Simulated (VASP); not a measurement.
# InSb (zincblende type) (F-43m) in VASP: further runs

The runs below take InSb (zincblende type) through single point, with PBE.

All numbers are computed with VASP 6.6.1; they aren't measurements. Logs are shortened: lines on timing, memory, paths and dates and some standing lists are left out, and cuts for length are marked.

## 1. The cell of the first run

It takes space group F-43m (No. 216, cubic). Conventional cell: a = 6.360 Å, b = 6.360 Å, c = 6.360 Å, α = 90.00°, β = 90.00°, γ = 90.00°. In (site symmetry -43m) has 4 Sb at 2.75 Å within 3.6 Å. Within 3.6 Å of Sb (site symmetry -43m) lie 4 In at 2.75 Å.

## 2. Single point, PBE (32.15 Å³/atom)

Contents of POSCAR:

```
InSb
1.0
    0.0000000000      3.1799026683      3.1799026683
    3.1799026683      0.0000000000      3.1799026683
    3.1799026683      3.1799026683      0.0000000000
In Sb
1 1
Direct
    0.0000000000      0.0000000000      0.0000000000
    0.2500000000      0.2500000000      0.2500000000
```

Contents of INCAR.step1:

```
SYSTEM = InSb
PREC = Accurate ; ENCUT = 520
EDIFF = 1E-6 ; ISMEAR = -1
SIGMA = 0.1 ; LREAL = .False.
LASPH = .True. ; NELM = 100
ALGO = Normal ; ISIF = 2
LWAVE = .False. ; LCHARG = .True.
GGA = PE ; NBANDS = 16
```

Contents of KPOINTS.step1:

```
Automatic mesh
0
Gamma
  11 11 11
  0 0 0
```

Contents of INCAR.step2:

```
SYSTEM = InSb
PREC = Accurate ; ENCUT = 520
EDIFF = 1E-6 ; ISMEAR = -5
SIGMA = 0.1 ; LREAL = .False.
LASPH = .True. ; NELM = 100
ALGO = Normal ; ISIF = 2
LWAVE = .False. ; LCHARG = .False.
GGA = PE ; LORBIT = 11
NBANDS = 16 ; NEDOS = 1001
ICHARG = 11
```

Contents of KPOINTS.step2:

```
Automatic mesh
0
Gamma
  17 17 17
  0 0 0
```

Potentials or basis: VASP PAW PBE potentials, release 64 (In_d, Sb).

Launch:

```
$ cat potpaw_PBE.64/In_d/POTCAR potpaw_PBE.64/Sb/POTCAR > POTCAR
$ cp INCAR.step1 INCAR
$ cp KPOINTS.step1 KPOINTS
$ mpirun -np 1 vasp_std > vasp.out
$ cp INCAR.step2 INCAR
$ cp KPOINTS.step2 KPOINTS
$ mpirun -np 1 vasp_std > vasp.out
```

OUTCAR:

```text
SYSTEM = InSb
   PREC = Accurate
   ENCUT = 520
   EDIFF = 1E-6
   ISMEAR = -5
   LREAL = .False.
   LASPH = .True.
   NELM = 100
   ISIF = 2
   GGA = PE
   LORBIT = 11
   ICHARG = 11

 ion  position               nearest neighbor table
   1  0.000  0.000  0.000-   2 2.75   2 2.75   2 2.75   2 2.75
   2  0.250  0.250  0.250-   1 2.75   1 2.75   1 2.75   1 2.75

  LATTYP: Found a face centered cubic cell.
 ALAT       =     6.3598053366

  Lattice vectors:

 A1 = (   0.0000000000,   3.1799026683,   3.1799026683)
 A2 = (   3.1799026683,   0.0000000000,   3.1799026683)
 A3 = (   3.1799026683,   3.1799026683,   0.0000000000)

Analysis of symmetry for initial positions (statically):
=====================================================================
 Subroutine PRICEL returns:
 Original cell was already a primitive cell.

 Routine SETGRP: Setting up the symmetry group for a
 face centered cubic supercell.

 Subroutine GETGRP returns: Found 24 space group operations
 (whereof 24 operations were pure point group operations)
 out of a pool of 48 trial point group operations.

The static configuration has the point symmetry T_d .

Analysis of symmetry for dynamics (positions and initial velocities):
=====================================================================
 Subroutine PRICEL returns:
 Original cell was already a primitive cell.

 Routine SETGRP: Setting up the symmetry group for a
 face centered cubic supercell.

 Subroutine GETGRP returns: Found 24 space group operations
 (whereof 24 operations were pure point group operations)
 out of a pool of 48 trial point group operations.

The dynamic configuration has the point symmetry T_d .

 Subroutine INISYM returns: Found 24 space group operations
 (whereof 24 operations are pure point group operations),
 and found     1 'primitive' translations

----------------------------------------------------------------------------------------

                                     Primitive cell

  volume of cell :      64.3090

  direct lattice vectors                    reciprocal lattice vectors
     0.000000000  3.179902668  3.179902668    -0.157237517  0.157237517  0.157237517
     3.179902668  0.000000000  3.179902668     0.157237517 -0.157237517  0.157237517
     3.179902668  3.179902668  0.000000000     0.157237517  0.157237517 -0.157237517

  length of vectors
     4.497061481  4.497061481  4.497061481     0.272343368  0.272343368  0.272343368

  position of ions in fractional coordinates (direct lattice)
     0.000000000  0.000000000  0.000000000
     0.250000000  0.250000000  0.250000000

  ion indices of the primitive-cell ions
   primitive index   ion index
                 1           1
                 2           2

----------------------------------------------------------------------------------------

 KPOINTS: Automatic mesh

Automatic generation of k-mesh.
 Grid dimensions read from file:
 generate k-points for:   17   17   17

 Generating k-lattice:

  Cartesian coordinates                     Fractional coordinates (reciprocal lattice)
    -0.009249266  0.009249266  0.009249266     0.058823529  0.000000000  0.000000000
     0.009249266 -0.009249266  0.009249266     0.000000000  0.058823529  0.000000000
     0.009249266  0.009249266 -0.009249266     0.000000000  0.000000000  0.058823529

  Length of vectors
     0.016020198  0.016020198  0.016020198

  Shift w.r.t. Gamma in fractional coordinates (k-lattice)
     0.000000000  0.000000000  0.000000000

 TETIRR: Found    693 inequivalent tetrahedra from    29478

 Subroutine IBZKPT returns following result:
 ===========================================

 Found    165 irreducible k-points:

 Following reciprocal coordinates:
            Coordinates               Weight
  0.000000  0.000000  0.000000      1.000000
  0.058824  0.000000  0.000000      8.000000
  0.117647  0.000000  0.000000      8.000000
  0.176471  0.000000  0.000000      8.000000
  0.235294  0.000000  0.000000      8.000000
  0.294118  0.000000  0.000000      8.000000
[... 16 lines left out ...]
 -0.176471  0.058824  0.000000     24.000000
 -0.117647  0.058824  0.000000     24.000000
 [... further k-points ...]
   k-points           NKPTS =    165   k-points in BZ     NKDIM =    165   number of bands    NBANDS=     16
   number of dos      NEDOS =   1001   number of ions     NIONS =      2
   total plane-waves  NPLWV =  46656
   dimension x,y,z NGX =    36 NGY =   36 NGZ =   36
   dimension x,y,z NGXF=    72 NGYF=   72 NGZF=   72
   ions per type =               1   1
   NGX,Y,Z   is equivalent  to a cutoff of  13.31, 13.31, 13.31 a.u.
   NGXF,Y,Z  is equivalent  to a cutoff of  26.62, 26.62, 26.62 a.u.
 SYSTEM =  InSb
   PREC   = accura    normal or accurate (medium, high low for compatibility)
   ISTART =      0    job   : 0-new  1-cont  2-samecut
   ICHARG =     11    charge: 1-file 2-atom 10-const
   ISPIN  =      1    spin polarized calculation?
   LNONCOLLINEAR =      F non collinear calculations
   LSORBIT =      F    spin-orbit coupling
   LASPH  =      T    aspherical Exc in radial PAW
   ENCUT  =  520.0 eV  38.22 Ry    6.18 a.u.   8.36  8.36  8.36*2*pi/ulx,y,z
   NELM   =    100;   NELMIN=  2; NELMDL=  0     # of ELM steps
   EDIFF  = 0.1E-05   stopping-criterion for ELM
   LREAL  =      F    real-space projection
   EDIFFG = 0.1E-04   stopping-criterion for IOM
   NSW    =      0    number of steps for IOM
   IBRION =     -1    ionic relax: 0-MD 1-quasi-New 2-CG
   NFREE  =      0    steps in history (QN), initial steepest desc. (CG)
   ISIF   =      2    stress and relaxation
   ISYM   =      2    0-nonsym 1-usesym 2-fastsym
   POTIM  = 0.5000    time-step for ionic-motion
   TEBEG  =    0.0;   TEEND  =   0.0 temperature during run
   PSTRESS=    0.0 pullay stress
   NELECT =      18.0000    total number of electrons
   NUPDOWN=      -1.0000    fix difference up-down
   EMIN   =  10.00;   EMAX   =-10.00  energy-range for DOS
   EFERMI =   0.00;   METHOD = LEGACY
   ISMEAR =    -5;   SIGMA  =   0.10  broadening in eV -4-tet -1-fermi 0-gaus
   EFERMI_NEDOS =   21; number of points for ismear=-14 and -15
   IALGO  =     38    algorithm
   IMIX   =      4    mixing-type and parameters
     AMIX     =   0.40;   BMIX     =  1.00
     AMIX_MAG =   1.60;   BMIX_MAG =  1.00
  volume/ion in A,a.u.               =      32.15       216.99
  Fermi-wavevector in a.u.,A,eV,Ry     =   1.070883  2.023675 15.603017  1.146789
  Thomas-Fermi vector in A             =   2.206606
   LORBIT       =     11    0 simple, 1 ext, 2 COOP (PROOUT), +10 PAW based schemes
   GGA     = PE    functional components
   LHFCALC =     F    Hartree Fock is set to
   AEXX    =    0.0000 exact exchange contribution
   IVDW    =     0    specifies the selected vdW correction
   LEPSILON=     F    determine dielectric tensor
   LRPA    =     F    only Hartree local field effects (RPA)
 non-spin polarized calculation
 Fermi weights with tetrahedron method with Bloechl corrections
  energy-cutoff  :      520.00
  volume of cell :       64.31
 maximum number of plane-waves:      1763
 NGX is ok and might be reduce to    36

 number of electron      18.0000006 magnetization

 Free energy of the ion-electron system (eV)
  ---------------------------------------------------
  ext. energy  EPLUGINS =         0.00000000
  ---------------------------------------------------
  free energy    TOTEN  =        -6.80110336 eV

  energy without entropy =       -6.80110336  energy(sigma->0) =       -6.80110336

 E-fermi :   5.7235     XC(G=0):  -8.9272

 val. band max:        5.7164877075   @ k =   0.0000   0.0000   0.0000
 cond. band min:       5.8531015746   @ k =   0.0000   0.0000   0.0000
 fundamental gap:      0.1366138671
 Fermi energy:         5.7234685728

 k-point     1 :       0.0000    0.0000    0.0000
  band No.  band energies     occupation
      1      -9.0235      2.00000
      2      -9.0235      2.00000
      3      -9.0235      2.00000
      4      -8.9201      2.00000
      5      -8.9201      2.00000
      6      -5.3723      2.00000
[... 8 lines left out ...]
     15      14.1084      0.00000
     16      14.1084      0.00000

 k-point     2 :       0.0588    0.0000    0.0000
  band No.  band energies     occupation
      1      -9.0256      2.00000
      2      -9.0225      2.00000
      3      -9.0225      2.00000
      4      -8.9201      2.00000
      5      -8.9201      2.00000
      6      -5.3379      2.00000
[... 8 lines left out ...]
     15      13.7123      0.00000
     16      13.7123      0.00000

 k-point     3 :       0.1176    0.0000    0.0000
  band No.  band energies     occupation
      1      -9.0315      2.00000
      2      -9.0199      2.00000
      3      -9.0199      2.00000
      4      -8.9204      2.00000
      5      -8.9204      2.00000
      6      -5.2359      2.00000
[... 8 lines left out ...]
     15      13.2906      0.00000
     16      13.2906      0.00000

 k-point     4 :       0.1765    0.0000    0.0000
  band No.  band energies     occupation
      1      -9.0405      2.00000
      2      -9.0161      2.00000
      3      -9.0161      2.00000
      4      -8.9205      2.00000
      5      -8.9205      2.00000
      6      -5.0699      2.00000
[... 8 lines left out ...]
     15      13.0381      0.00000
     16      13.0381      0.00000

 k-point     5 :       0.2353    0.0000    0.0000
  band No.  band energies     occupation
      1      -9.0511      2.00000
      2      -9.0117      2.00000
      3      -9.0117      2.00000
      4      -8.9205      2.00000
      5      -8.9205      2.00000
      6      -4.8476      2.00000
[... 8 lines left out ...]
     15      13.0126      0.00000
     16      13.0126      0.00000

 k-point     6 :       0.2941    0.0000    0.0000
  band No.  band energies     occupation
      1      -9.0620      2.00000
      2      -9.0075      2.00000
      3      -9.0075      2.00000
      4      -8.9201      2.00000
      5      -8.9201      2.00000
      6      -4.5825      2.00000
[... 8 lines left out ...]
     15      13.2428      0.00000
     16      13.2428      0.00000
[... 267 lines left out ...]
 k-point    21 :      -0.2941    0.0588    0.0000
  band No.  band energies     occupation
      1      -9.0668      2.00000
      2      -9.0063      2.00000
      3      -9.0044      2.00000
      4      -8.9214      2.00000
      5      -8.9189      2.00000
      6      -4.4611      2.00000
[... 8 lines left out ...]
     15      12.9749      0.00000
     16      14.0124      0.00000

 k-point    22 :      -0.2353    0.0588    0.0000
  band No.  band energies     occupation
      1      -9.0566      2.00000
      2      -9.0105      2.00000
      3      -9.0080      2.00000
      4      -8.9219      2.00000
      5      -8.9192      2.00000
      6      -4.7347      2.00000
[... 8 lines left out ...]
     15      12.7287      0.00000
     16      13.6354      0.00000

 k-point    23 :      -0.1765    0.0588    0.0000
  band No.  band energies     occupation
      1      -9.0460      2.00000
      2      -9.0149      2.00000
      3      -9.0122      2.00000
      4      -8.9218      2.00000
      5      -8.9195      2.00000
      6      -4.9723      2.00000
[... 8 lines left out ...]
     15      12.7756      0.00000
     16      13.4037      0.00000

 k-point    24 :      -0.1176    0.0588    0.0000
  band No.  band energies     occupation
      1      -9.0366      2.00000
      2      -9.0188      2.00000
      3      -9.0164      2.00000
      4      -8.9214      2.00000
      5      -8.9197      2.00000
      6      -5.1575      2.00000
[... 8 lines left out ...]
     15      12.8370      0.00000
     16      13.2746      0.00000

 [... further k-points ...]

------------------------ aborting loop because EDIFF is reached ----------------------------------------

  FORCE on cell =-STRESS in cart. coord.  units (eV):
  Direction    XX          YY          ZZ          XY          YZ          ZX
  --------------------------------------------------------------------------------------
  -------------------------------------------------------------------------------------
  Total        2.5431908      2.5431908      2.5431908     -0.0000000      0.0000000     -0.0000000
  in kB       63.3604215     63.3604215     63.3604215     -0.0000000      0.0000000     -0.0000000
  external PRESSURE =      63.3604215 kB  Pullay stress =       0.0000000 kB

 VOLUME and BASIS-vectors are now :
 -----------------------------------------------------------------------------
  energy-cutoff  :      520.00
  volume of cell :       64.31
      direct lattice vectors                 reciprocal lattice vectors
     0.000000000  3.179902668  3.179902668    -0.157237517  0.157237517  0.157237517
     3.179902668  0.000000000  3.179902668     0.157237517 -0.157237517  0.157237517
     3.179902668  3.179902668  0.000000000     0.157237517  0.157237517 -0.157237517

 POSITION                                       TOTAL-FORCE (eV/Angst)
 -----------------------------------------------------------------------------------
      0.00000      0.00000      0.00000         0.000000      0.000000      0.000000
      1.58995      1.58995      1.58995        -0.000000     -0.000000     -0.000000
 -----------------------------------------------------------------------------------
    total drift:                               -0.000000     -0.000000     -0.000000

  FREE ENERGIE OF THE ION-ELECTRON SYSTEM (eV)
  ---------------------------------------------------
  free  energy   TOTEN  =        -6.8011033603 eV

  energy  without entropy=       -6.8011033603  energy(sigma->0) =       -6.80110336

 total charge

# of ion       s       p       d       tot
------------------------------------------
    1        0.872   0.772   9.870  11.514
    2        1.130   1.376   0.023   2.529
--------------------------------------------------
tot          2.001   2.148   9.894  14.043
```

Run time: 3.3 min. Hardware: 1 thread of Intel Xeon 8259CL, shared host; peak memory 0.33 GiB.

What came out:

```yaml
Valence_electrons_inside_the_program's_atomic_spheres: In 11.51; Sb 2.53
```

Caveat: spin-orbit coupling is left out, which moves the levels of the heavy elements.

## 3. Single point, PBE

This run uses another cell than the first one, of 36.54 Å³/atom.

Contents of POSCAR:

```
InSb
1.0
    0.0000000000      3.3183302269      3.3183302269
    3.3183302269      0.0000000000      3.3183302269
    3.3183302269      3.3183302269      0.0000000000
In Sb
1 1
Direct
    0.0000000000      0.0000000000      0.0000000000
    0.2500000000      0.2500000000      0.2500000000
```

Contents of INCAR.step1:

```
  PREC = Accurate
  ENCUT = 520
  EDIFF = 1E-6
  ISMEAR = -1
  SIGMA = 0.1
  LREAL = F
  LASPH = T
  NELM = 80
  ALGO = Normal
  ISIF = 2
  LWAVE = F
  LCHARG = T
  GGA = PE
  NBANDS = 16
```

Contents of KPOINTS.step1:

```
Automatic mesh
0
Gamma
  11 11 11
```

Contents of INCAR.step2:

```
  PREC = Accurate
  ENCUT = 520
  EDIFF = 1E-6
  ISMEAR = -5
  SIGMA = 0.1
  LREAL = F
  LASPH = T
  NELM = 80
  ALGO = Normal
  ISIF = 2
  LWAVE = F
  LCHARG = F
  GGA = PE
  LORBIT = 11
  NBANDS = 16
  NEDOS = 1001
  ICHARG = 11
```

Contents of KPOINTS.step2:

```
Automatic mesh
0
Gamma
  17 17 17
```

Potentials or basis: VASP PAW PBE potentials, release 64 (In_d, Sb).

Launch:

```
$ cat potpaw_PBE.64/In_d/POTCAR potpaw_PBE.64/Sb/POTCAR > POTCAR
$ cp INCAR.step1 INCAR
$ cp KPOINTS.step1 KPOINTS
$ mpirun -np 1 vasp_std > vasp.out
$ cp INCAR.step2 INCAR
$ cp KPOINTS.step2 KPOINTS
$ mpirun -np 1 vasp_std > vasp.out
```

Wall time 3.8 min (1 thread of Intel Xeon 8259CL, shared host); peak memory 0.34 GiB.

It converged, with:

```
Valence electrons inside the program's atomic spheres : In 11.39; Sb 2.46
```

Levels at points of the mesh, in eV from the Fermi level:
```
           k point  band 6  band 7  band 8  band 9  band 10  band 11  band 12  band 13
(0.00, 0.00, 0.00)  -10.28   -0.60    0.00    0.00     0.00     2.97     2.97     2.97
```

Caveat: spin-orbit coupling is left out, which moves the levels of the heavy elements.
